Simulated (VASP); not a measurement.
# Si16HC16 (a cell with a defect) in VASP: further runs, part 2 of 2

VASP 6.6.1.

### Step 3. Single point, PBE

Input file INCAR:

```
  PREC = Accurate
  ENCUT = 520
  EDIFF = 1E-6
  ISMEAR = 0
  SIGMA = 0.01
  LREAL = Auto
  LASPH = T
  NELM = 100
  ALGO = Normal
  ISIF = 2
  LWAVE = F
  LCHARG = F
  GGA = PE
  NELECT = 130.0
  NBANDS = 86
```

Input file KPOINTS:

```
Automatic mesh
0
Gamma
  2 2 2
```

Input file POSCAR:

```
Si16HC16
1.0
   -6.1882403622      0.0000000001      0.0000000000
    3.0941201811     -5.3591733584      0.0000000000
    0.0000000000      0.0000000000     10.1293391982
Si C H
16 16 1
Direct
    0.1560150852      0.3280075426      0.9351367008
    0.1578200425      0.8289100212      0.9472810894
    0.6587250701      0.3280106043      0.9351340842
    0.6587250701      0.8307144658      0.9351340842
    0.3250972742      0.1634526650      0.4365088833
    0.3250972742      0.6616446092      0.4365088833
    0.8244963714      0.1622481857      0.4325871934
    0.8232856663      0.6616428331      0.4365061735
    0.4911582709      0.4955791355      0.6863421973
    0.4890733712      0.9945366856      0.6867793386
    0.9922061795      0.4976716214      0.6867800234
    0.9922061795      0.9945345581      0.6867800234
    0.4911561872      0.4955780936      0.1883121556
    0.4824832865      0.9912416432      0.1839756381
    0.9955022265      0.5042713184      0.1839714405
    0.9955022265      0.9912309081      0.1839714405
    0.1582953935      0.3291476967      0.7470979390
    0.1578300687      0.8289150344      0.7505113987
    0.6575927810      0.3291507142      0.7470965189
    0.6575927810      0.8284420668      0.7470965189
    0.3273794910      0.1680153159      0.2509189571
    0.3273794910      0.6593641752      0.2509189571
    0.8244992068      0.1622496034      0.2457988311
    0.8187188726      0.6593594363      0.2509169610
   -0.0089490406     -0.0043111128      0.4989466975
   -0.0089490406      0.4953620722      0.4989466975
    0.4913815487     -0.0043092256      0.4989459652
    0.4911609902      0.4955804951      0.5010543882
   -0.0126298750     -0.0006395415     -0.0046951409
   -0.0126298750      0.4880096665     -0.0046951409
    0.4987306395     -0.0006346803     -0.0046963355
    0.4911566796      0.4955783398     -0.0013876084
    1.1578901058      0.8289450529      0.1216888641
```

Potentials or basis: VASP PAW PBE potentials, release 64 (Si, C, H).

Started as:

```
$ cat potpaw_PBE.64/Si/POTCAR potpaw_PBE.64/C/POTCAR potpaw_PBE.64/H/POTCAR > POTCAR
$ mpirun -np 1 vasp_std > vasp.out
```

OUTCAR:

```text
PREC = Accurate
   ENCUT = 520
   EDIFF = 1E-6
   ISMEAR = 0
   LREAL = Auto
   LASPH = T
   NELM = 100
   ISIF = 2
   GGA = PE
   NELECT = 130.0

 ion  position               nearest neighbor table
   1  0.156  0.328  0.935-  29 1.86  30 1.86  17 1.90  32 1.91   4 3.08   3 3.08  12 3.09  11 3.09
                             9 3.09   2 3.10   2 3.10  16 3.10  15 3.10   4 3.11   3 3.11  13 3.13
   2  0.158  0.829  0.947-  33 1.77  30 1.89  29 1.89  31 1.89  18 1.99  15 2.96  16 2.96  14 2.96
                             3 3.10   4 3.10   1 3.10   1 3.10   4 3.10   3 3.10
   3  0.659  0.328  0.935-  31 1.86  30 1.86  19 1.90  32 1.91   1 3.08   4 3.08  10 3.09  11 3.09
                             9 3.09   2 3.10   2 3.10  15 3.10  14 3.10   4 3.11   1 3.11  13 3.13
   4  0.659  0.831  0.935-  31 1.86  29 1.86  20 1.90  32 1.91   1 3.08   3 3.08  10 3.09  12 3.09
                             9 3.09   2 3.10   2 3.10  16 3.10  14 3.10   3 3.11   1 3.11  13 3.13
   5  0.325  0.163  0.437-  21 1.88  28 1.90  27 1.90  25 1.90  13 3.08   8 3.08   6 3.08   9 3.09
                             7 3.09   7 3.09  10 3.10  12 3.10   6 3.11   8 3.11  14 3.11  16 3.11
   6  0.325  0.662  0.437-  22 1.88  28 1.90  27 1.90  26 1.90  13 3.08   8 3.08   5 3.08   9 3.09
                             7 3.09   7 3.09  10 3.10  11 3.10   5 3.11   8 3.11  14 3.11  15 3.11
   7  0.824  0.162  0.433-  23 1.89  26 1.91  25 1.91  27 1.91   6 3.09   5 3.09   8 3.09   8 3.09
                             6 3.09   5 3.09  14 3.11  15 3.11  16 3.11  10 3.14  11 3.14  12 3.14
   8  0.823  0.662  0.437-  24 1.88  28 1.90  26 1.90  25 1.90  13 3.08   5 3.08   6 3.08   9 3.09
                             7 3.09   7 3.09  11 3.10  12 3.10   6 3.11   5 3.11  15 3.11  16 3.11
   9  0.491  0.496  0.686-  28 1.88  20 1.89  19 1.89  17 1.89   6 3.09   5 3.09   8 3.09  11 3.09
                            12 3.09  10 3.09  10 3.09  12 3.09  11 3.09   4 3.09   3 3.09   1 3.09
  10  0.489  0.995  0.687-  18 1.89  19 1.89  20 1.89  27 1.90  11 3.07  12 3.07   3 3.09   4 3.09
                             9 3.09   9 3.09   6 3.10   5 3.10  11 3.11  12 3.11   7 3.14
  11  0.992  0.498  0.687-  18 1.89  19 1.89  17 1.89  26 1.90  12 3.07  10 3.07   1 3.09   3 3.09
[... 14 lines left out ...]
  20  0.658  0.828  0.747-   9 1.89  12 1.89  10 1.89   4 1.90
  21  0.327  0.168  0.251-  13 1.87   5 1.88  14 1.90  16 1.90
  22  0.327  0.659  0.251-  13 1.87   6 1.88  14 1.90  15 1.90
[... 9 lines left out ...]
  32  0.491  0.496  0.999-   4 1.91   3 1.91   1 1.91  13 1.92
  33  0.158  0.829  0.122-   2 1.77  14 1.85  15 1.85  16 1.85

  LATTYP: Found a hexagonal cell.
[... 216 lines left out ...]
 NGX is ok and might be reduce to    48
   NGX = 23   NGY = 23   NGZ = 37

 number of electron     129.9999998 magnetization

 Free energy of the ion-electron system (eV)
  ---------------------------------------------------
  ext. energy  EPLUGINS =         0.00000000
  ---------------------------------------------------
  free energy    TOTEN  =      -231.96071175 eV

  energy without entropy =     -231.96071175  energy(sigma->0) =     -231.96071175

 E-fermi :   8.7073     XC(G=0): -11.3538

 val. band max:        8.6416980521   @ k =   0.5000   0.0000   0.0000
 cond. band min:      10.1839957149   @ k =   0.0000   0.0000   0.0000
 fundamental gap:      1.5422976627
 Fermi energy:         8.7073262570

 k-point     1 :       0.0000    0.0000    0.0000
  band No.  band energies     occupation
      1      -7.4041      2.00000
      2      -6.2728      2.00000
      3      -6.1618      2.00000
      4      -4.0077      2.00000
      5      -4.0077      2.00000
      6      -3.9778      2.00000
[... 469 lines left out ...]
     76      13.5786      0.00000
     77      13.6143      0.00000
 [bands above 77 left out]

------------------------ aborting loop because EDIFF is reached ----------------------------------------

  FORCE on cell =-STRESS in cart. coord.  units (eV):
  Direction    XX          YY          ZZ          XY          YZ          ZX
  --------------------------------------------------------------------------------------
  -------------------------------------------------------------------------------------
  Total       16.0665425     16.0564667     12.6329574      0.0087259      0.0045395      0.0078626
  in kB       76.6278983     76.5798428     60.2517297      0.0416172      0.0216506      0.0374999
  external PRESSURE =      71.1531569 kB  Pullay stress =       0.0000000 kB

 VOLUME and BASIS-vectors are now :
 -----------------------------------------------------------------------------
  energy-cutoff  :      520.00
  volume of cell :      335.93
      direct lattice vectors                 reciprocal lattice vectors
    -6.188240362  0.000000000  0.000000000    -0.161596826 -0.093297971  0.000000000
     3.094120181 -5.359173358  0.000000000    -0.000000000 -0.186595942  0.000000000
     0.000000000  0.000000000 10.129339198     0.000000000  0.000000000  0.098723123

 POSITION                                       TOTAL-FORCE (eV/Angst)
 -----------------------------------------------------------------------------------
      0.04944     -1.75785      9.47232         0.004564      0.002635      0.004262
      1.58812     -4.44227      9.59533        -0.000127     -0.000073     -0.003456
     -3.06144     -1.75787      9.47229        -0.000780      0.002405      0.003299
     -1.50602     -4.45194      9.47229         0.001693     -0.001878      0.003299
     -1.50604     -0.87597      4.42155         0.002743      0.001494     -0.001960
      0.03543     -3.54587      4.42155         0.002665      0.001628     -0.001960
[... 25 lines left out ...]
     -1.50602     -2.65589     10.11528        -0.005598     -0.003232      0.002253
      1.58779     -4.44246      1.23263         0.003820      0.002206      0.001277
 -----------------------------------------------------------------------------------
    total drift:                               -0.059564     -0.034389     -0.007533

  FREE ENERGIE OF THE ION-ELECTRON SYSTEM (eV)
  ---------------------------------------------------
  free  energy   TOTEN  =      -231.9607117479 eV

  energy  without entropy=     -231.9607117479  energy(sigma->0) =     -231.96071175
```

stdout:

```text
POSCAR found type information on POSCAR SiC H
 POSCAR found :  3 types and      33 ions
 scaLAPACK will be used
 LDA part: xc-table for (Slater+PW92), standard interpolation
 POSCAR, INCAR and KPOINTS ok, starting setup
 FFT: planning ... GRIDC
 FFT: planning ... GRID_SOFT
 FFT: planning ... GRID
 WAVECAR not read
 entering main loop
 the old and the new charge density differ
 old charge density:   129.00000 new  130.00000
    0.352E+01
```

It took 4.7 min on 1 thread of Intel Xeon Platinum 8488C (Sapphire Rapids), shared host; peak memory 0.47 GiB.

Results:

| Quantity | Value |
| --- | --- |
| Free energy | -231.9607 eV |
| Largest force | 0.011 eV/Å |

Forces on the atoms (eV/Å):
```
Si   0.005  0.003  0.004
Si   0.000  0.000 -0.003
Si  -0.001  0.002  0.003
Si   0.002 -0.002  0.003
Si   0.003  0.001 -0.002
Si   0.003  0.002 -0.002
Si   0.000  0.000  0.006
Si   0.003  0.001 -0.001
Si   0.003  0.002 -0.001
Si   0.001  0.001 -0.002
Si   0.002  0.002 -0.002
Si   0.003  0.001 -0.002
Si   0.003  0.001 -0.004
Si   0.000  0.000  0.001
Si   0.001  0.004  0.002
Si   0.004 -0.001  0.002
C   -0.003 -0.002  0.000
C   -0.006 -0.003  0.001
C   -0.003  0.002  0.001
C    0.000 -0.003  0.001
C   -0.005 -0.002  0.001
C   -0.005 -0.003  0.001
C   -0.002 -0.001 -0.003
C    0.003  0.002 -0.001
C   -0.006 -0.002  0.002
C   -0.005 -0.004  0.002
C   -0.005 -0.003  0.005
C   -0.005 -0.003 -0.005
C    0.007  0.002 -0.008
C    0.006  0.005 -0.008
C    0.000  0.000  0.007
C   -0.006 -0.003  0.002
H    0.004  0.002  0.001
```

Levels at points of the mesh, in eV from the Fermi level:
```
           k point  band 63  band 64  band 65  band 66  band 67  band 68
(0.00, 0.00, 0.00)    -0.66    -0.59    -0.59     1.48     1.48     1.58
(0.50, 0.00, 0.00)    -1.26    -1.08    -0.07     2.98     3.00     3.01
(0.00, 0.50, 0.00)    -1.26    -1.08    -0.07     2.98     3.00     3.01
(0.00, 0.00, 0.50)    -0.87    -0.71    -0.71     1.84     1.84     1.93
(0.50, 0.00, 0.50)    -1.59    -1.31    -0.17     3.10     3.11     3.18
(0.00, 0.50, 0.50)    -1.59    -1.31    -0.17     3.10     3.11     3.18
```

Caveat: the k points lie up to 0.59 Å⁻¹ apart; the cell carries a net charge on a neutralising background, which shifts energy and pressure; the cell is charged against a uniform background, so pressure and absolute levels hang on convention.
